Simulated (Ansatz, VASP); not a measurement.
**One calculation of HgTe, two programs**

```
CELL_PARAMETERS angstrom
0.00000 3.21450 3.27879
3.21450 0.00000 3.27879
3.21450 3.21450 0.00000
ATOMIC_POSITIONS crystal
Hg 0.00000 0.00000 0.00000
Te 0.25000 0.25000 0.25000
```

Alike in both runs: task single point; functional PBE; k mesh 6 × 6 × 6; occupations gaussian, width 0.05 eV; no spin polarisation.

```csv
,VASP,Ansatz
version,VASP 6.6.1,Ansatz 0.2.0
potentials or method,"VASP PAW PBE potentials, release 64 (Hg, Te), cutoff 520 eV","plane waves, PAW"
valence electrons in the cell,18,36
```

Ansatz gave:

```
pressure (GPa)                                                : 3.5
traceless stress, the component that is largest in VASP (GPa) : -0.15
```

Question: Which values does VASP return?

Answer: Pressure (GPa): 3.6; traceless stress, the component that is largest in VASP (GPa): -0.15.

VASP's potentials hold 18 valence electrons a cell and Ansatz's 36, so a difference there can come from the potentials and not from the codes.

Neither program's run includes spin-orbit coupling.
